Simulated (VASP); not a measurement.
Set up this calculation in VASP 6.6.1, as the native input.

- Task: single point
- Functional: PBE
- Potentials or basis: VASP PAW PBE potentials, release 64 (Cu, O)
- Cutoff: 520 eV
- k mesh: 7 × 7 × 4
- Occupations: gaussian, width 0.05 eV
- Spin: collinear spin, antiferromagnetic start
- Starting moments: [1.0, -1.0, 0.0, 0.0] μB
- Hubbard terms: Cu d U = 3.0 eV, J = 0.5 eV
- Dipole correction: no
- LDAUTYPE: 1
- Hund's J: 0.5
- Further INCAR settings: ALGO = Normal; EDIFF = 1e-07; NBANDS = 29

The structure of CuO lies in POSCAR:

```
CuO
1.0
    2.3446497600     -1.7133998200      0.0000000000
    2.3446497600      1.7133998200      0.0000000000
   -0.8605499100      0.0000000000      5.0594394800
Cu O
2 2
Direct
    0.0032000000      0.4968000000      0.0000000000
    0.4968000000      0.0032000000      0.5000000000
    0.5714000000      0.4056000000      0.2537000000
    0.4056000000      0.5714000000      0.7537000000
```

One way to write it, as run:

INCAR

```
PREC     = Accurate       # precision mode
ENCUT    = 520            # plane-wave cutoff, eV
EDIFF    = 1E-7           # SCF threshold, eV
ISMEAR   = 0              # smearing method
SIGMA    = 0.05           # smearing width, eV
LREAL    = F              # projectors in reciprocal space
LASPH    = T              # aspherical terms in the spheres
NELM     = 150            # most SCF steps
ALGO     = Normal         # electronic algorithm
ISIF     = 2              # what is computed and relaxed
LWAVE    = F              # write WAVECAR
LCHARG   = F              # write CHGCAR
ISPIN    = 2              # spin polarisation
MAGMOM   = 1 -1 0 0       # initial moments
LORBIT   = 11             # projections on sites
LMAXMIX  = 4              # l up to which the mixer works
LDAU     = T              # DFT+U
LDAUTYPE = 1            
LDAUL    = 2 -1           # shell
LDAUU    = 3 0            # U, eV
LDAUJ    = 0.5 0        
LDAUPRINT= 1            
GGA      = PE             # functional
NBANDS   = 29             # bands
```

KPOINTS

```
Automatic mesh
0
Gamma
  7 7 4
```

Potentials or basis: VASP PAW PBE potentials, release 64 (Cu, O).

The run is started by

```bash
$ cat potpaw_PBE.64/Cu/POTCAR potpaw_PBE.64/O/POTCAR > POTCAR
$ mpirun -np 1 vasp_std > vasp.out
```

Results of the run:

```yaml
Pressure: 4.8 GPa
Largest_force: 0.779 eV/Å
Band_gap_on_the_k_mesh: 0.33 eV, indirect (least direct gap 0.70 eV)
Net_moment: 0.00 μB per cell
Site_moments: Cu +0.52, -0.52; O -0.00, +0.00 μB
Valence_electrons_inside_the_program's_atomic_spheres: Cu 9.91; O 4.98
```

Wall time 2.1 min on 1 thread of Intel Xeon 6975P-C, on a shared host, peak memory 0.24 GiB.
